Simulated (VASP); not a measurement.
# Zn4Se3S (P-4m2) in VASP: single point with PBE

Aim: the single point of Zn4Se3S with PBE.

All numbers are computed with VASP 6.6.1; they aren't measurements. Logs are shortened: lines on timing, memory, paths and dates and some standing lists are left out, and cuts for length are marked.

### 1 The cell of the first run

Symmetry: P-4m2, No. 115, tetragonal system. Conventional cell: a = 4.003 Å, b = 4.003 Å, c = 11.316 Å, α = 90.00°, β = 90.00°, γ = 90.00°. Zn (site symmetry 2mm) has 2 S at 2.39 Å and 2 Se at 2.47 Å within 3.2 Å. Zn (site symmetry 2mm) has 4 Se at 2.47 Å within 3.3 Å. Se (site symmetry 2mm) has 4 Zn at 2.47 Å within 3.3 Å. Se (site symmetry -4m2) has 4 Zn at 2.47 Å within 3.3 Å. S (site symmetry -4m2) has 4 Zn at 2.39 Å within 3.2 Å.

### 2 Single point, PBE

The input, INCAR:

```
PREC = Accurate
ENCUT = 520
EDIFF = 1E-6
ISMEAR = 0
SIGMA = 0.02
LREAL = F
LASPH = T
NELM = 100
ALGO = Normal
ISIF = 2
LWAVE = F
LCHARG = F
GGA = PE
NBANDS = 46
```

The input, KPOINTS:

```
Automatic mesh
0
Gamma
  8 8 4
```

The input, POSCAR:

```
Zn4Se3S
1.0
    4.0030813623      0.0000000000      0.0000000000
    0.0000000000      4.0030813623      0.0000000000
    0.0000000000      0.0000000000     11.3161726834
Zn Se S
4 3 1
Direct
    0.5000000000      0.0000000000      0.8848430621
    0.0000000000      0.5000000000      0.1151569379
    0.5000000000      0.0000000000      0.3715649824
    0.0000000000      0.5000000000      0.6284350176
    0.5000000000      0.5000000000      0.2434213783
    0.0000000000      0.0000000000      0.5000000000
    0.5000000000      0.5000000000      0.7565786217
    0.0000000000      0.0000000000      0.0000000000
```

Potentials or basis: VASP PAW PBE potentials, release 64 (Zn, Se, S).

On the command line:

```bash
cat potpaw_PBE.64/Zn/POTCAR potpaw_PBE.64/Se/POTCAR potpaw_PBE.64/S/POTCAR > POTCAR
mpirun -np 1 vasp_std > vasp.out
```

OUTCAR:

```text
PREC = Accurate
   ENCUT = 520
   EDIFF = 1E-6
   ISMEAR = 0
   LREAL = F
   LASPH = T
   NELM = 100
   ISIF = 2
   GGA = PE

 ion  position               nearest neighbor table
   1  0.500  0.000  0.885-   8 2.39   8 2.39   7 2.47   7 2.47
   2  0.000  0.500  0.115-   8 2.39   8 2.39   5 2.47   5 2.47
   3  0.500  0.000  0.372-   5 2.47   5 2.47   6 2.47   6 2.47
   4  0.000  0.500  0.628-   7 2.47   7 2.47   6 2.47   6 2.47
   5  0.500  0.500  0.243-   3 2.47   3 2.47   2 2.47   2 2.47
   6  0.000  0.000  0.500-   3 2.47   4 2.47   4 2.47   3 2.47
   7  0.500  0.500  0.757-   4 2.47   4 2.47   1 2.47   1 2.47
   8  0.000  0.000  0.000-   1 2.39   2 2.39   2 2.39   1 2.39

  LATTYP: Found a simple tetragonal cell.
 ALAT       =     4.0030813623
 C/A-ratio  =     2.8268655216

  Lattice vectors:

 A1 = (   4.0030813623,   0.0000000000,   0.0000000000)
 A2 = (   0.0000000000,   4.0030813623,   0.0000000000)
 A3 = (   0.0000000000,   0.0000000000,  11.3161726834)

Analysis of symmetry for initial positions (statically):
=====================================================================
 Subroutine PRICEL returns:
 Original cell was already a primitive cell.

 Routine SETGRP: Setting up the symmetry group for a
 simple tetragonal supercell.

 Subroutine GETGRP returns: Found  8 space group operations
 (whereof  8 operations were pure point group operations)
 out of a pool of 16 trial point group operations.

The static configuration has the point symmetry D_2d.

Analysis of symmetry for dynamics (positions and initial velocities):
=====================================================================
 Subroutine PRICEL returns:
 Original cell was already a primitive cell.

 Routine SETGRP: Setting up the symmetry group for a
 simple tetragonal supercell.

 Subroutine GETGRP returns: Found  8 space group operations
 (whereof  8 operations were pure point group operations)
 out of a pool of 16 trial point group operations.

The dynamic configuration has the point symmetry D_2d.

 Subroutine INISYM returns: Found  8 space group operations
 (whereof  8 operations are pure point group operations),
 and found     1 'primitive' translations

----------------------------------------------------------------------------------------

                                     Primitive cell

  volume of cell :     181.3378

  direct lattice vectors                    reciprocal lattice vectors
[... 106 lines left out ...]
   ISYM   =      2    0-nonsym 1-usesym 2-fastsym
   POTIM  = 0.5000    time-step for ionic-motion
   TEBEG  =    0.0;   TEEND  =   0.0 temperature during run
   PSTRESS=    0.0 pullay stress
   NELECT =      72.0000    total number of electrons
   NUPDOWN=      -1.0000    fix difference up-down
   EMIN   =  10.00;   EMAX   =-10.00  energy-range for DOS
   EFERMI =   0.00;   METHOD = LEGACY
   ISMEAR =     0;   SIGMA  =   0.02  broadening in eV -4-tet -1-fermi 0-gaus
   EFERMI_NEDOS =   21; number of points for ismear=-14 and -15
   IALGO  =     38    algorithm
   IMIX   =      4    mixing-type and parameters
     AMIX     =   0.40;   BMIX     =  1.00
     AMIX_MAG =   1.60;   BMIX_MAG =  1.00
  volume/ion in A,a.u.               =      22.67       152.97
  Fermi-wavevector in a.u.,A,eV,Ry     =   1.203251  2.273815 19.698688  1.447813
  Thomas-Fermi vector in A             =   2.339010
   LORBIT       =      0    0 simple, 1 ext, 2 COOP (PROOUT), +10 PAW based schemes
   GGA     = PE    functional components
   LHFCALC =     F    Hartree Fock is set to
   AEXX    =    0.0000 exact exchange contribution
   IVDW    =     0    specifies the selected vdW correction
   LEPSILON=     F    determine dielectric tensor
   LRPA    =     F    only Hartree local field effects (RPA)
 non-spin polarized calculation
 Gauss-broadening in eV      SIGMA  =   0.02
  energy-cutoff  :      520.00
  volume of cell :      181.34
 maximum number of plane-waves:      4963
 NGX is ok and might be reduce to    30
   NGX = 15   NGY = 15   NGZ = 43

 number of electron      72.0000068 magnetization

 Free energy of the ion-electron system (eV)
  ---------------------------------------------------
  ext. energy  EPLUGINS =         0.00000000
  ---------------------------------------------------
  free energy    TOTEN  =       -24.89569510 eV

  energy without entropy =      -24.89569510  energy(sigma->0) =      -24.89569510

 E-fermi :   1.6263     XC(G=0):  -9.2569

 val. band max:        1.4996783069   @ k =   0.0000   0.0000   0.0000
 cond. band min:       2.8023083612   @ k =   0.0000   0.0000   0.0000
 fundamental gap:      1.3026300543
 Fermi energy:         1.6263474545

 k-point     1 :       0.0000    0.0000    0.0000
  band No.  band energies     occupation
      1     -11.5692      2.00000
      2     -11.0953      2.00000
      3     -11.0949      2.00000
      4     -10.5378      2.00000
      5      -4.9754      2.00000
      6      -4.9450      2.00000
[... 1165 lines left out ...]
     45       8.2345      0.00000
     46       8.2382      0.00000

 [... further k-points ...]

------------------------ aborting loop because EDIFF is reached ----------------------------------------

  FORCE on cell =-STRESS in cart. coord.  units (eV):
  Direction    XX          YY          ZZ          XY          YZ          ZX
  --------------------------------------------------------------------------------------
  -------------------------------------------------------------------------------------
  Total        0.2412181      0.2412181      0.2459076      0.0000000      0.0000000     -0.0000000
  in kB        2.1312383      2.1312383      2.1726722      0.0000000      0.0000000     -0.0000000
  external PRESSURE =       2.1450496 kB  Pullay stress =       0.0000000 kB

 VOLUME and BASIS-vectors are now :
 -----------------------------------------------------------------------------
  energy-cutoff  :      520.00
  volume of cell :      181.34
      direct lattice vectors                 reciprocal lattice vectors
     4.003081362  0.000000000  0.000000000     0.249807563  0.000000000  0.000000000
     0.000000000  4.003081362  0.000000000     0.000000000  0.249807563  0.000000000
     0.000000000  0.000000000 11.316172683     0.000000000  0.000000000  0.088369100

 POSITION                                       TOTAL-FORCE (eV/Angst)
 -----------------------------------------------------------------------------------
      2.00154      0.00000     10.01304         0.000000      0.000000      0.005404
      0.00000      2.00154      1.30314         0.000000      0.000000     -0.005404
      2.00154      0.00000      4.20469         0.000000      0.000000     -0.001248
      0.00000      2.00154      7.11148        -0.000000     -0.000000      0.001248
      2.00154      2.00154      2.75460         0.000000      0.000000     -0.001652
      0.00000      0.00000      5.65809         0.000000      0.000000      0.000000
      2.00154      2.00154      8.56157         0.000000      0.000000      0.001652
      0.00000      0.00000      0.00000         0.000000      0.000000      0.000000
 -----------------------------------------------------------------------------------
    total drift:                                0.000000     -0.000000      0.000000

  FREE ENERGIE OF THE ION-ELECTRON SYSTEM (eV)
  ---------------------------------------------------
  free  energy   TOTEN  =       -24.8956950966 eV

  energy  without entropy=      -24.8956950966  energy(sigma->0) =      -24.89569510
```

stdout:

```text
POSCAR found type information on POSCAR ZnSeS
 POSCAR found :  3 types and       8 ions
 scaLAPACK will be used
 LDA part: xc-table for (Slater+PW92), standard interpolation
 POSCAR, INCAR and KPOINTS ok, starting setup
 FFT: planning ... GRIDC
 FFT: planning ... GRID_SOFT
 FFT: planning ... GRID
 WAVECAR not read
 entering main loop
```

Wall time 6.7 min (1 thread of Intel Xeon Platinum 8175M at 2.50GHz (Skylake/Cascade Lake), shared host); peak memory 0.45 GiB.

What came out:

* Free energy: -24.8957 eV
* Pressure: 0.2 GPa
* Largest force: 0.005 eV/Å
* Band gap on the k mesh: 1.30 eV

Forces on the atoms (eV/Å):
```
Zn   0.000  0.000  0.005
Zn   0.000  0.000 -0.005
Zn   0.000  0.000 -0.001
Zn   0.000  0.000  0.001
Se   0.000  0.000 -0.002
Se   0.000  0.000  0.000
Se   0.000  0.000  0.002
S    0.000  0.000  0.000
```

Levels at points of the mesh, in eV from the valence-band top:
```
           k point  band 32  band 33  band 34  band 35  band 36  band 37  band 38  band 39  band 40  band 41
(0.00, 0.00, 0.00)    -1.06    -1.06    -0.05     0.00     0.00     1.30     3.12     3.47     3.90     3.99
(0.50, 0.00, 0.00)    -0.89    -0.85    -0.73    -0.70    -0.69     2.55     2.69     4.07     4.28     6.16
(0.50, 0.50, 0.00)    -2.54    -2.16    -2.11    -2.11    -2.02     3.00     3.22     3.56     3.56     5.47
(0.00, 0.00, 0.50)    -1.27    -0.52    -0.52    -0.29    -0.29     2.61     2.70     3.36     3.37     3.75
(0.50, 0.00, 0.50)    -1.57    -1.40    -0.72    -0.71    -0.70     3.25     3.40     3.41     3.54     5.94
(0.50, 0.50, 0.50)    -2.36    -2.36    -2.35    -2.27    -2.25     3.86     3.91     3.96     4.17     4.24
```
